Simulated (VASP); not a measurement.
# TiSi40H16Cl4 in VASP: notebook

TiSi40H16Cl4 is run at these levels: PBEsol; tasks: single point.

Everything below comes from runs of VASP 6.6.1. Logs are shortened: lines on timing, memory, paths and dates and some standing lists are left out, and cuts for length are marked.

### 1 The cell of the first run

The cell holds a slab with vacuum, 61 atoms: a = 7.679 Å, b = 15.358 Å, c = 20.256 Å, α = 90.00°, β = 90.00°, γ = 90.00°.

### 2 Single point, PBEsol

Contents of INCAR:

```
PREC = Accurate
ENCUT = 400
EDIFF = 1E-6
ISMEAR = -1
SIGMA = 0.05
LREAL = Auto
LASPH = T
NELM = 120
ALGO = Normal
ISIF = 2
LWAVE = F
LCHARG = F
GGA = PS
NBANDS = 144
GGA_COMPAT = F
NELMDL = -8
```

Contents of KPOINTS:

```
regular mesh
0
Gamma
  2 1 1
```

Contents of POSCAR:

```
TiSi40H16Cl4
1.0
    7.6791800000      0.0000000000      0.0000000000
    0.0000000000     15.3583590000      0.0000000000
    0.0000000000      0.0000000000     20.2555000000
H Si Ti Cl
16 40 1 4
Direct
    0.4093920184      0.0000000000      0.0493693071
    0.0906079816      0.0000000000      0.0493693071
    0.9093920184      0.0000000000      0.0493693071
    0.5906079816      0.0000000000      0.0493693071
    0.4093920184      0.2500000163      0.0493693071
    0.0906079816      0.2500000163      0.0493693071
    0.9093920184      0.2500000163      0.0493693071
    0.5906079816      0.2500000163      0.0493693071
    0.4093920184      0.5000000326      0.0493693071
    0.0906079816      0.5000000326      0.0493693071
    0.9093920184      0.5000000326      0.0493693071
    0.5906079816      0.5000000326      0.0493693071
    0.4093920184      0.7499999837      0.0493693071
    0.0906079816      0.7499999837      0.0493693071
    0.9093920184      0.7499999837      0.0493693071
    0.5906079816      0.7499999837      0.0493693071
    0.2500000000      0.0000000000      0.0920984424
    0.7500000000      0.0000000000      0.0920984424
    0.2500000000      0.2500000163      0.0920984424
    0.7500000000      0.2500000163      0.0920984424
    0.2500000000      0.5000000326      0.0920984424
    0.7500000000      0.5000000326      0.0920984424
    0.2500000000      0.7499999837      0.0920984424
    0.7500000000      0.7499999837      0.0920984424
    0.2495588071      0.1252562855      0.1557025993
    0.7500204449      0.1252433935      0.1557132631
    0.2489462417      0.3745650821      0.1603312681
    0.7490866212      0.3755949447      0.1615939374
    0.2457994213      0.6247997589      0.1565005554
    0.7399744504      0.6250510878      0.1556555503
    0.2491579830      0.8742030968      0.1621898744
    0.7470103579      0.8749196447      0.1614011503
   -0.0002371347      0.1212623692      0.2201893807
    0.4997568751      0.1219401760      0.2198927699
    0.0009094721      0.3764173633      0.2298158525
    0.4964599085      0.3769998474      0.2298813162
   -0.0101631945      0.6226434738      0.2187802325
    0.4929949552      0.6272404493      0.2243544223
   -0.0041320818      0.8752781466      0.2300508010
    0.4986752492      0.8746347185      0.2324376095
   -0.0005646436      0.0044425970      0.2944403742
    0.4992017377      0.0055678475      0.2942082397
    0.0008356361      0.2459213904      0.2923006097
    0.4985317443      0.2462402396      0.2922900940
    0.0176591772      0.5050681521      0.2954799931
    0.4768217440      0.5054390251      0.2961997482
   -0.0233030089      0.7422482441      0.2880866431
    0.4904069184      0.7459668705      0.3000269063
    0.2492172341      0.0315934144      0.3597190886
    0.7494832782      0.0332990002      0.3589865469
    0.2496952800      0.1722144924      0.3228670731
    0.7496636360      0.1739610332      0.3223372417
    0.2432600877      0.5443852432      0.3719338451
    0.7470525499      0.5556462119      0.3269624053
    0.2190732604      0.7026665414      0.3488956580
    0.7436494522      0.7026731176      0.3607502654
    0.8168037473      0.6916683612      0.4912175952
    1.0760852070      0.7889923005      0.4312524500
    1.0450214736      0.6099705704      0.5073451655
    0.7743278579      0.7998966556      0.5594631088
    0.6146716186      0.6018597430      0.5260150083
```

Potentials or basis: VASP PAW PBE potentials, release 64 (H, Si, Ti_sv, Cl).

Launch:

```
$ cat potpaw_PBE.64/H/POTCAR potpaw_PBE.64/Si/POTCAR potpaw_PBE.64/Ti_sv/POTCAR potpaw_PBE.64/Cl/POTCAR > POTCAR
$ mpirun -np 1 vasp_std > vasp.out
```

OUTCAR:

```text
PREC = Accurate
   ENCUT = 400
   EDIFF = 1E-6
   ISMEAR = -1
   LREAL = Auto
   LASPH = T
   NELM = 120
   ISIF = 2
   GGA = PS
   NELMDL = -8

 ion  position               nearest neighbor table
   1  0.409  0.000  0.049-  17 1.50
   2  0.091  0.000  0.049-  17 1.50
   3  0.909  0.000  0.049-  18 1.50
   4  0.591  0.000  0.049-  18 1.50
   5  0.409  0.250  0.049-  19 1.50
   6  0.091  0.250  0.049-  19 1.50
[... 8 lines left out ...]
  15  0.909  0.750  0.049-  24 1.50
  16  0.591  0.750  0.049-  24 1.50
  17  0.250  0.000  0.092-   1 1.50   2 1.50  25 2.32  31 2.40
  18  0.750  0.000  0.092-   3 1.50   4 1.50  26 2.32  32 2.38
  19  0.250  0.250  0.092-   5 1.50   6 1.50  25 2.31  27 2.36
  20  0.750  0.250  0.092-   7 1.50   8 1.50  26 2.31  28 2.39
  21  0.250  0.500  0.092-   9 1.50  10 1.50  29 2.32  27 2.37
  22  0.750  0.500  0.092-  11 1.50  12 1.50  30 2.31  28 2.37
[... 8 lines left out ...]
  31  0.249  0.874  0.162-  23 2.38  39 2.38  40 2.39  17 2.40
  32  0.747  0.875  0.161-  39 2.36  24 2.38  18 2.38  40 2.39
  33  1.000  0.121  0.220-  26 2.32  25 2.32  41 2.34  43 2.41  51 2.94  52 2.94
  34  0.500  0.122  0.220-  25 2.32  26 2.32  42 2.34  44 2.41  52 2.94  51 2.94
  35  0.001  0.376  0.230-  27 2.37  43 2.37  28 2.38  45 2.39
  36  0.496  0.377  0.230-  27 2.37  44 2.37  28 2.38  46 2.39
  37  0.990  0.623  0.219-  30 2.31  47 2.31  29 2.34  45 2.39  54 3.06
  38  0.493  0.627  0.224-  29 2.34  30 2.35  46 2.37  48 2.38  54 3.06
  39  0.996  0.875  0.230-  47 2.36  32 2.36  41 2.37  31 2.38
  40  0.499  0.875  0.232-  42 2.37  31 2.39  32 2.39  48 2.40
  41  0.999  0.004  0.294-  33 2.34  50 2.36  49 2.37  39 2.37
  42  0.499  0.006  0.294-  34 2.34  50 2.37  49 2.37  40 2.37
  43  0.001  0.246  0.292-  52 2.30  51 2.31  35 2.37  33 2.41
  44  0.499  0.246  0.292-  52 2.31  51 2.31  36 2.37  34 2.41
  45  0.018  0.505  0.295-  54 2.31  35 2.39  37 2.39  53 2.40
  46  0.477  0.505  0.296-  54 2.30  38 2.37  36 2.39  53 2.43
  47  0.977  0.742  0.288-  55 2.31  37 2.31  39 2.36  56 2.40
  48  0.490  0.746  0.300-  38 2.38  56 2.40  55 2.40  40 2.40
  49  0.249  0.032  0.360-  51 2.29  41 2.37  42 2.37
  50  0.749  0.033  0.359-  52 2.28  41 2.36  42 2.37
  51  0.250  0.172  0.323-  49 2.29  43 2.31  44 2.31  33 2.94  34 2.94
  52  0.750  0.174  0.322-  50 2.28  43 2.30  44 2.31  33 2.94  34 2.94
  53  0.243  0.544  0.372-  45 2.40  46 2.43  55 2.48
  54  0.747  0.556  0.327-  46 2.30  45 2.31  56 2.36  38 3.06  37 3.06
  55  0.219  0.703  0.349-  47 2.31  58 2.40  48 2.40  53 2.48
  56  0.744  0.703  0.361-  54 2.36  48 2.40  47 2.40  57 2.71
  57  0.817  0.692  0.491-  59 2.18  60 2.19  61 2.19  56 2.71  58 2.77
  58  0.076  0.789  0.431-  55 2.40  57 2.77
  59  0.045  0.610  0.507-  57 2.18
  60  0.774  0.800  0.559-  57 2.19
  61  0.615  0.602  0.526-  57 2.19

  LATTYP: Found a simple orthorhombic cell.
 ALAT       =     7.6791800000
 B/A-ratio  =     1.9999998698
 C/A-ratio  =     2.6377165270

  Lattice vectors:

 A1 = (   7.6791800000,   0.0000000000,   0.0000000000)
 A2 = (   0.0000000000,  15.3583590000,   0.0000000000)
 A3 = (   0.0000000000,   0.0000000000,  20.2555000000)

Analysis of symmetry for initial positions (statically):
=====================================================================
 Subroutine PRICEL returns:
 Original cell was already a primitive cell.

 Routine SETGRP: Setting up the symmetry group for a
 simple orthorhombic supercell.

 Subroutine GETGRP returns: Found  1 space group operations
 (whereof  1 operations were pure point group operations)
 out of a pool of  8 trial point group operations.

The static configuration has the point symmetry C_1 .

Analysis of symmetry for dynamics (positions and initial velocities):
=====================================================================
 Subroutine PRICEL returns:
 Original cell was already a primitive cell.

 Routine SETGRP: Setting up the symmetry group for a
 simple orthorhombic supercell.

 Subroutine GETGRP returns: Found  1 space group operations
[... 47 lines left out ...]
   EFERMI_NEDOS =   21; number of points for ismear=-14 and -15
   IALGO  =     38    algorithm
   IMIX   =      4    mixing-type and parameters
     AMIX     =   0.40;   BMIX     =  1.00
     AMIX_MAG =   1.60;   BMIX_MAG =  1.00
  volume/ion in A,a.u.               =      39.16       264.28
  Fermi-wavevector in a.u.,A,eV,Ry     =   0.734782  1.388537  7.345849  0.539905
  Thomas-Fermi vector in A             =   1.827819
   LORBIT       =      0    0 simple, 1 ext, 2 COOP (PROOUT), +10 PAW based schemes
   GGA     = PS    functional components
   LHFCALC =     F    Hartree Fock is set to
   AEXX    =    0.0000 exact exchange contribution
   IVDW    =     0    specifies the selected vdW correction
   LEPSILON=     F    determine dielectric tensor
   LRPA    =     F    only Hartree local field effects (RPA)
 non-spin polarized calculation
  energy-cutoff  :      400.00
  volume of cell :     2388.93
 maximum number of plane-waves:     43361
   NGX = 25   NGY = 51   NGZ = 67

 number of electron     215.9999981 magnetization

 Free energy of the ion-electron system (eV)
  ---------------------------------------------------
  ext. energy  EPLUGINS =         0.00000000
  ---------------------------------------------------
  free energy    TOTEN  =      -291.06621285 eV

  energy without entropy =     -291.05684674  energy(sigma->0) =     -291.06152980

 E-fermi :  -0.7257     XC(G=0):  -4.5960

 val. band max:       -0.9601032651   @ k =   0.5000   0.0000   0.0000
 cond. band min:      -0.5205784952   @ k =   0.0000   0.0000   0.0000
 fundamental gap:      0.4395247700
 Fermi energy:        -0.7256822351

 k-point     1 :       0.0000    0.0000    0.0000
  band No.  band energies     occupation
      1     -58.9468      2.00000
      2     -35.4099      2.00000
      3     -35.3699      2.00000
      4     -35.1593      2.00000
      5     -16.5948      2.00000
      6     -16.2825      2.00000
[... 112 lines left out ...]
    119       0.6166      0.00000
    120       0.8061      0.00000

 k-point     2 :       0.5000    0.0000    0.0000
  band No.  band energies     occupation
      1     -58.9468      2.00000
      2     -35.4099      2.00000
      3     -35.3699      2.00000
      4     -35.1593      2.00000
      5     -16.5903      2.00000
      6     -16.2795      2.00000
[... 112 lines left out ...]
    119       0.9473      0.00000
    120       1.0544      0.00000
 [bands above 120 left out]

------------------------ aborting loop because EDIFF is reached ----------------------------------------

  FORCE on cell =-STRESS in cart. coord.  units (eV):
  Direction    XX          YY          ZZ          XY          YZ          ZX
  --------------------------------------------------------------------------------------
  -------------------------------------------------------------------------------------
  Total       28.1976128     -5.3891079     -6.1756611      1.9169420     -0.8607619      5.3756422
  in kB       18.9112526     -3.6143053     -4.1418218      1.2856327     -0.5772860      3.6052743
  external PRESSURE =       3.7183752 kB  Pullay stress =       0.0000000 kB

 VOLUME and BASIS-vectors are now :
 -----------------------------------------------------------------------------
  energy-cutoff  :      400.00
  volume of cell :     2388.93
      direct lattice vectors                 reciprocal lattice vectors
     7.679180000  0.000000000  0.000000000     0.130222237  0.000000000  0.000000000
     0.000000000 15.358359000  0.000000000     0.000000000  0.065111123  0.000000000
     0.000000000  0.000000000 20.255500000     0.000000000  0.000000000  0.049369307

 POSITION                                       TOTAL-FORCE (eV/Angst)
 -----------------------------------------------------------------------------------
      3.14379      0.00000      1.00000        -0.451016     -0.095865     -0.049197
      0.69580      0.00000      1.00000         0.458783     -0.098637     -0.053815
      6.98338      0.00000      1.00000        -0.453659     -0.107001     -0.043724
      4.53539      0.00000      1.00000         0.473461     -0.048631     -0.083698
      3.14379      3.83959      1.00000        -0.492465      0.091420     -0.052451
      0.69580      3.83959      1.00000         0.494353      0.086368     -0.063362
[... 53 lines left out ...]
      5.94620     12.28510     11.33221         0.122898      0.060734     -0.247491
      4.72017      9.24358     10.65470        -0.035777      0.127279     -0.387608
 -----------------------------------------------------------------------------------
    total drift:                                0.001988      0.000277      0.010606

  FREE ENERGIE OF THE ION-ELECTRON SYSTEM (eV)
  ---------------------------------------------------
  free  energy   TOTEN  =      -291.0662128521 eV

  energy  without entropy=     -291.0568467406  energy(sigma->0) =     -291.06152980
```

Run time: 36 min. Hardware: 1 thread of Intel Xeon Platinum 8259CL at 2.50GHz (Skylake/Cascade Lake), shared host; peak memory 1.5 GiB.

Results:

```
Free energy            : -291.0662 eV
Largest force          : 0.889 eV/Å
Band gap on the k mesh : 0.44 eV (least direct gap 0.60 eV)
```

Forces in eV/Å, atoms in the order of the input:
```
H   -0.451 -0.096 -0.049
H    0.459 -0.099 -0.054
H   -0.454 -0.107 -0.044
H    0.473 -0.049 -0.084
H   -0.492  0.091 -0.052
H    0.494  0.086 -0.063
H   -0.476  0.125 -0.035
H    0.487  0.108 -0.041
H   -0.461 -0.077 -0.040
H    0.482 -0.073 -0.051
H   -0.449 -0.008  0.010
H    0.498 -0.178 -0.109
H   -0.465  0.031 -0.031
H    0.488  0.063 -0.058
H   -0.470  0.037 -0.022
H    0.492  0.097 -0.084
Si   0.005 -0.309  0.245
Si  -0.116 -0.256  0.148
Si  -0.020  0.139  0.069
Si  -0.021  0.242  0.222
Si   0.021 -0.173  0.153
Si  -0.293 -0.173  0.144
Si  -0.047  0.257  0.238
Si  -0.100  0.306  0.146
Si   0.000  0.002 -0.003
Si  -0.002  0.001 -0.001
Si  -0.004  0.002  0.003
Si  -0.006  0.002  0.008
Si  -0.015 -0.006 -0.019
Si  -0.048  0.006  0.010
Si  -0.008  0.007 -0.004
Si  -0.011 -0.001 -0.005
Si   0.001  0.000  0.000
Si  -0.002  0.007 -0.005
Si  -0.005  0.011  0.016
Si  -0.013  0.015  0.019
Si  -0.033 -0.009 -0.029
Si  -0.056  0.024  0.019
Si  -0.006  0.037 -0.033
Si  -0.020 -0.001  0.014
Si  -0.007 -0.009 -0.002
Si   0.003  0.007  0.000
Si   0.001  0.008  0.006
Si  -0.004  0.011  0.006
Si   0.009  0.016  0.011
Si  -0.042  0.022  0.028
Si  -0.066 -0.002 -0.063
Si  -0.091  0.050  0.036
Si  -0.003 -0.023  0.019
Si  -0.003 -0.016  0.037
Si  -0.001  0.005  0.003
Si  -0.002 -0.006  0.005
Si  -0.032  0.022  0.097
Si  -0.027  0.026 -0.009
Si  -0.192  0.127  0.197
Si  -0.055  0.051 -0.063
Ti   0.215  0.023 -0.228
Cl   0.833 -0.305 -0.058
Cl   0.019 -0.278  0.063
Cl   0.123  0.061 -0.247
Cl  -0.036  0.127 -0.388
```

Levels at points of the mesh, in eV from the valence-band top:
| k point | band 104 | band 105 | band 106 | band 107 | band 108 | band 109 | band 110 | band 111 | band 112 | band 113 |
| --- | --- | --- | --- | --- | --- | --- | --- | --- | --- | --- |
| (0.00, 0.00, 0.00) | -0.50 | -0.44 | -0.33 | -0.23 | -0.16 | 0.44 | 0.72 | 0.76 | 0.79 | 0.80 |
| (0.50, 0.00, 0.00) | -0.63 | -0.58 | -0.09 | -0.03 | 0.00 | 0.69 | 0.78 | 0.86 | 1.30 | 1.36 |

Caveat: the PAW data sets were made with another functional, which shifts forces and pressure a little.

### 3 Single point, PBEsol

Contents of INCAR:

```
SYSTEM = TiSi40H16Cl4
PREC = Accurate ; ENCUT = 400
EDIFF = 1E-6 ; ISMEAR = -1
SIGMA = 0.05 ; LREAL = Auto
LASPH = .TRUE. ; NELM = 120
ALGO = Normal ; ISIF = 2
LWAVE = .FALSE. ; LCHARG = .FALSE.
GGA = PS ; NBANDS = 144
GGA_COMPAT = .FALSE. ; NELMDL = -8
```

Contents of KPOINTS:

```
Automatic mesh
0
G
  2 1 1
  0 0 0
```

Contents of POSCAR:

```
TiSi40H16Cl4
1.0
    7.6791800000      0.0000000000      0.0000000000
    0.0000000000     15.3583590000      0.0000000000
    0.0000000000      0.0000000000     20.2555000000
H Si Ti Cl
16 40 1 4
Direct
    0.4093920184      0.0000000000      0.0493693071
    0.0906079816      0.0000000000      0.0493693071
    0.9093920184      0.0000000000      0.0493693071
    0.5906079816      0.0000000000      0.0493693071
    0.4093920184      0.2500000163      0.0493693071
    0.0906079816      0.2500000163      0.0493693071
    0.9093920184      0.2500000163      0.0493693071
    0.5906079816      0.2500000163      0.0493693071
    0.4093920184      0.5000000326      0.0493693071
    0.0906079816      0.5000000326      0.0493693071
    0.9093920184      0.5000000326      0.0493693071
    0.5906079816      0.5000000326      0.0493693071
    0.4093920184      0.7499999837      0.0493693071
    0.0906079816      0.7499999837      0.0493693071
    0.9093920184      0.7499999837      0.0493693071
    0.5906079816      0.7499999837      0.0493693071
    0.2500000000      0.0000000000      0.0920984424
    0.7500000000      0.0000000000      0.0920984424
    0.2500000000      0.2500000163      0.0920984424
    0.7500000000      0.2500000163      0.0920984424
    0.2500000000      0.5000000326      0.0920984424
    0.7500000000      0.5000000326      0.0920984424
    0.2500000000      0.7499999837      0.0920984424
    0.7500000000      0.7499999837      0.0920984424
    0.2499455671      0.1253962744      0.1555973439
    0.7499390560      0.1253848800      0.1556286934
    0.2501754094      0.3755586779      0.1618416726
    0.7501300920      0.3750844084      0.1612971292
    0.2499835920      0.6246408226      0.1563466713
    0.7506090494      0.6251160036      0.1549434968
    0.2496881177      0.8751041697      0.1604041865
    0.7502190338      0.8752293783      0.1604730073
   -0.0000345089      0.1230910802      0.2199663795
    0.4999270755      0.1230521438      0.2199617882
   -0.0009347352      0.3793046510      0.2307248895
    0.5013642082      0.3792322474      0.2307871936
   -0.0016911962      0.6222196004      0.2203845375
    0.5021438487      0.6210742958      0.2197663844
   -0.0000790449      0.8784718472      0.2290562563
    0.4998633969      0.8788797032      0.2285211918
    0.0004004334      0.0067380897      0.2941242625
    0.4995207822      0.0066886703      0.2941449483
   -0.0002340094      0.2476301667      0.2922001925
    0.5002411716      0.2475703296      0.2921973291
   -0.0091824908      0.5078607682      0.2967559428
    0.5114203600      0.5075325430      0.2969837328
   -0.0040741329      0.7469447094      0.2898511022
    0.5013798348      0.7464221275      0.2875871739
    0.2499510364      0.0335709043      0.3595613043
    0.7499643191      0.0331825816      0.3590806941
    0.2499986978      0.1744250802      0.3225885809
    0.7500102876      0.1741131328      0.3227602380
    0.2510956899      0.5381951939      0.3537925502
    0.7515551140      0.5378047876      0.3684911752
    0.2497544009      0.6808517108      0.3242695564
    0.7470625770      0.6865342840      0.3377329120
    0.8110703226      0.6909088399      0.5307857619
    0.7140837954      0.7628895769      0.4373387475
    1.0751610198      0.6473493034      0.5155389894
    0.8135574371      0.8076414284      0.5918439436
    0.6501479325      0.5972791104      0.5818511022
```

Potentials or basis: VASP PAW PBE potentials, release 64 (H, Si, Ti_sv, Cl).

Launch:

```
$ cat potpaw_PBE.64/H/POTCAR potpaw_PBE.64/Si/POTCAR potpaw_PBE.64/Ti_sv/POTCAR potpaw_PBE.64/Cl/POTCAR > POTCAR
$ mpirun -np 1 vasp_std > vasp.out
```

Wall time 46 min (1 thread of Intel Xeon 8259CL, shared host); peak memory 1.5 GiB.

It converged, with:

```yaml
Free_energy: -290.8524 eV
Largest_force: 0.504 eV/Å
Band_gap_on_the_k_mesh: 0.24 eV (least direct gap 0.26 eV)
```

Forces on the atoms (eV/Å):
```
H   -0.455 -0.075 -0.062
H    0.457 -0.068 -0.067
H   -0.456 -0.067 -0.067
H    0.456 -0.073 -0.065
H   -0.488  0.099 -0.044
H    0.487  0.101 -0.043
H   -0.490  0.089 -0.053
H    0.491  0.092 -0.052
H   -0.459 -0.083 -0.049
H    0.458 -0.097 -0.057
H   -0.468 -0.112 -0.075
H    0.470 -0.102 -0.068
H   -0.478  0.067 -0.044
H    0.471  0.063 -0.042
H   -0.488  0.099 -0.068
H    0.491  0.096 -0.064
Si  -0.017 -0.171  0.074
Si   0.009 -0.162  0.072
Si   0.003  0.344  0.207
Si   0.003  0.284  0.144
Si  -0.027 -0.195  0.156
Si   0.017 -0.233  0.053
Si   0.009  0.146  0.191
Si   0.003  0.256  0.036
Si   0.001 -0.002  0.004
Si   0.001  0.001  0.003
Si   0.000 -0.004 -0.007
Si   0.002 -0.004 -0.005
Si  -0.009 -0.005  0.008
Si  -0.002  0.004 -0.001
Si  -0.005 -0.004  0.009
Si   0.001 -0.002  0.001
Si   0.000 -0.003 -0.006
Si  -0.001 -0.006 -0.003
Si  -0.001 -0.018 -0.010
Si  -0.003 -0.023 -0.011
Si   0.004  0.011  0.008
Si  -0.009  0.000  0.001
Si  -0.007 -0.010  0.014
Si   0.005 -0.015  0.010
Si  -0.002 -0.017  0.006
Si   0.001 -0.015  0.006
Si  -0.007 -0.001  0.005
Si   0.010 -0.003  0.005
Si   0.004 -0.027 -0.014
Si  -0.007 -0.027 -0.019
Si  -0.042 -0.005  0.039
Si   0.016 -0.003  0.010
Si   0.000 -0.016  0.015
Si   0.001 -0.031  0.031
Si  -0.001 -0.006 -0.001
Si   0.000  0.010 -0.004
Si  -0.007 -0.003 -0.023
Si  -0.008 -0.028 -0.054
Si  -0.001  0.024 -0.005
Si  -0.005  0.013  0.100
Ti   0.045  0.193 -0.124
Cl   0.002  0.024  0.056
Cl   0.089 -0.060 -0.032
Cl   0.049 -0.101  0.012
Cl  -0.111 -0.138 -0.037
```

Levels at points of the mesh, in eV from the valence-band top:
```
           k point  band 104  band 105  band 106  band 107  band 108  band 109  band 110  band 111  band 112  band 113
(0.00, 0.00, 0.00)     -0.54     -0.49     -0.29     -0.26     -0.15      0.24      0.34      0.64      0.69      0.76
(0.50, 0.00, 0.00)     -0.69     -0.28     -0.15     -0.12      0.00      0.26      0.36      0.86      1.10      1.15
```

Caveat: the PAW data sets were made with another functional, which shifts forces and pressure a little.
